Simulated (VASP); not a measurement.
# CsMg6Zn in VASP: a series of runs, part 2 of 2

VASP 6.6.1. The steps go on from the part before.

### 3 Single point, PBE (atoms moved at random)

Input file INCAR:

```
PREC = Accurate ; ENCUT = 520
EDIFF = 1E-7 ; ISMEAR = -1
SIGMA = 0.05 ; LREAL = False
LASPH = True ; NELM = 60
ALGO = Fast ; ISIF = 2
LWAVE = False ; LCHARG = False
GGA = PE ; NBANDS = 26
```

Input file KPOINTS:

```
regular mesh
0
Gamma
  5 5 5
```

Input file POSCAR:

```
CsMg6Zn
1.0
    5.2262050000      0.0000000000      0.0000000000
    0.0000000000      2.9764350000      9.1961420000
    0.0000000000     -2.9764350000      9.1961420000
Cs Zn Mg
1 1 6
Direct
    0.5048380000      0.7091000000      0.7144520000
    0.5086320000      0.0603750000      0.0697270000
   -0.0046130000      0.8927220000      0.8852510000
   -0.0028380000      0.3823100000      0.3907520000
   -0.0021960000      0.2906160000      0.7961630000
    0.0050930000      0.7932060000      0.2885950000
    0.5070540000      0.1764890000      0.6883730000
    0.4978980000      0.6831630000      0.1772240000
```

Potentials or basis: VASP PAW PBE potentials, release 64 (Cs_sv, Zn, Mg).

Launch:

```
> cat potpaw_PBE.64/Cs_sv/POTCAR potpaw_PBE.64/Zn/POTCAR potpaw_PBE.64/Mg/POTCAR > POTCAR
> mpirun -np 1 vasp_std > vasp.out
```

OUTCAR:

```text
PREC = Accurate
   ENCUT = 520
   EDIFF = 1E-7
   ISMEAR = -1
   LREAL = False
   LASPH = True
   NELM = 60
   ISIF = 2
   GGA = PE

 ion  position               nearest neighbor table
   1  0.505  0.709  0.714-
   2  0.509  0.060  0.070-   7 2.85   8 2.87   5 2.99   6 3.00   6 3.04   5 3.09
   3  0.995  0.893  0.885-   4 2.93   4 3.02   7 3.03   8 3.09   8 3.11   7 3.14   6 3.17   5 3.19

   4  0.997  0.382  0.391-   3 2.93   3 3.02   7 3.09   8 3.13   8 3.14   7 3.17   6 3.22   5 3.24

   5  0.998  0.291  0.796-   6 2.95   2 2.99   6 3.01   2 3.09   3 3.19   4 3.24   7 3.28   7 3.35

   6  0.005  0.793  0.289-   5 2.95   2 3.00   5 3.01   2 3.04   3 3.17   4 3.22   8 3.28   8 3.34

   7  0.507  0.176  0.688-   2 2.85   8 2.92   8 3.03   3 3.03   4 3.09   3 3.14   4 3.17   5 3.28
                             5 3.35
   8  0.498  0.683  0.177-   2 2.87   7 2.92   7 3.03   3 3.09   3 3.11   4 3.13   4 3.14   6 3.28
                             6 3.34

  LATTYP: Found a base centered orthorhombic cell.
 ALAT       =     5.9528700000
 B/A-ratio  =     3.0896498664
 C/A-ratio  =     0.8779303092
[... 198 lines left out ...]
 Fermi energy:         1.0020615042

 k-point     1 :       0.0000    0.0000    0.0000
  band No.  band energies     occupation
      1     -21.7732      2.00000
      2      -8.6044      2.00000
      3      -8.5913      2.00000
      4      -8.5851      2.00000
      5      -6.0199      2.00000
      6      -6.0090      2.00000
[... 685 lines left out ...]
     25       4.0744      0.00000
     26       4.2316      0.00000

 [... further k-points ...]

------------------------ aborting loop because EDIFF is reached ----------------------------------------

  FORCE on cell =-STRESS in cart. coord.  units (eV):
  Direction    XX          YY          ZZ          XY          YZ          ZX
  --------------------------------------------------------------------------------------
  -------------------------------------------------------------------------------------
  Total       -1.7571256      1.0104000      0.1738885      0.0502093     -0.0026220     -0.0904873
  in kB       -9.8399951      5.6582929      0.9737846      0.2811749     -0.0146831     -0.5067337
  external PRESSURE =      -1.0693059 kB  Pullay stress =       0.0000000 kB

 VOLUME and BASIS-vectors are now :
 -----------------------------------------------------------------------------
  energy-cutoff  :      520.00
  volume of cell :      286.10
      direct lattice vectors                 reciprocal lattice vectors
     5.226205000  0.000000000  0.000000000     0.191343432  0.000000000  0.000000000
     0.000000000  2.976435000  9.196142000     0.000000000  0.167986198  0.054370626
     0.000000000 -2.976435000  9.196142000     0.000000000 -0.167986198  0.054370626

 POSITION                                       TOTAL-FORCE (eV/Angst)
 -----------------------------------------------------------------------------------
      2.63839     -0.01593     13.09119        -0.014002      0.007889     -0.040050
      2.65822     -0.02784      1.19644        -0.046231      0.007269     -0.092990
      5.20210      0.02224     16.35049         0.105564     -0.156786     -0.022498
      5.21137     -0.02513      7.10919         0.063886      0.139127     -0.080601
      5.21473     -1.50473      9.99417         0.066332     -0.036356      0.049990
      0.02662      1.50194      9.94840         0.005175      0.013807      0.085514
      2.64997     -1.52359      7.95339        -0.166618      0.266673      0.051034
      2.60212      1.50589      7.91224        -0.014105     -0.241622      0.049601
 -----------------------------------------------------------------------------------
    total drift:                               -0.000300      0.000175     -0.000128

  FREE ENERGIE OF THE ION-ELECTRON SYSTEM (eV)
  ---------------------------------------------------
  free  energy   TOTEN  =        -9.4597205993 eV

  energy  without entropy=       -9.4015539505  energy(sigma->0) =       -9.43063727
```

OSZICAR:

```text
N       E                     dE             d eps       ncg     rms          rms(c)
DAV:   1     0.141683603021E+03    0.14168E+03   -0.11149E+04  3276   0.979E+02
DAV:   2     0.720554089749E+01   -0.13448E+03   -0.12772E+03  3826   0.189E+02
DAV:   3    -0.940301971305E+01   -0.16609E+02   -0.16456E+02  4190   0.605E+01
DAV:   4    -0.977815015448E+01   -0.37513E+00   -0.37485E+00  3848   0.963E+00
DAV:   5    -0.978234238163E+01   -0.41922E-02   -0.41917E-02  4202   0.110E+00    0.243E+00
RMM:   6    -0.950005935971E+01    0.28228E+00   -0.61300E-01  3521   0.416E+00    0.144E+00
RMM:   7    -0.946253347110E+01    0.37526E-01   -0.11542E-01  4115   0.157E+00    0.660E-01
RMM:   8    -0.945816279003E+01    0.43707E-02   -0.27411E-02  4599   0.822E-01    0.314E-01
RMM:   9    -0.945871868993E+01   -0.55590E-03   -0.78065E-03  4189   0.437E-01    0.629E-02
RMM:  10    -0.945925939751E+01   -0.54071E-03   -0.20412E-03  4687   0.174E-01    0.429E-02
RMM:  11    -0.945965877654E+01   -0.39938E-03   -0.62561E-04  3820   0.120E-01    0.134E-02
RMM:  12    -0.945970068425E+01   -0.41908E-04   -0.14525E-04  4351   0.516E-02    0.733E-03
RMM:  13    -0.945971785292E+01   -0.17169E-04   -0.48787E-05  4098   0.271E-02    0.274E-03
RMM:  14    -0.945972016269E+01   -0.23098E-05   -0.16321E-05  4620   0.155E-02    0.120E-03
RMM:  15    -0.945972062159E+01   -0.45890E-06   -0.27457E-06  4390   0.684E-03    0.700E-04
RMM:  16    -0.945972059927E+01    0.22321E-07   -0.68742E-07  4005   0.366E-03
   1 F= -.94597206E+01 E0= -.94306373E+01  d E =-.581666E-01
```

It took 22 min on 1 thread of Intel Xeon 8259CL, shared host; peak memory 0.83 GiB.

Results:

```yaml
Free_energy: -9.4597 eV
Pressure: -0.1 GPa
Largest_force: 0.319 eV/Å
Band_gap_on_the_k_mesh: zero (an odd number of electrons rules out a gap without spin polarisation)
```

Forces on the atoms (eV/Å):
```
Cs  -0.014  0.008 -0.040
Zn  -0.046  0.007 -0.093
Mg   0.106 -0.157 -0.022
Mg   0.064  0.139 -0.081
Mg   0.066 -0.036  0.050
Mg   0.005  0.014  0.086
Mg  -0.167  0.267  0.051
Mg  -0.014 -0.242  0.050
```

Stress tensor (GPa, compression positive):
```
-0.98  0.03 -0.05
 0.03  0.57  0.00
-0.05  0.00  0.10
```

Caveat: the cell differs from its parent crystal (atoms moved at random); spin-orbit coupling is left out, which moves the levels of the heavy elements.
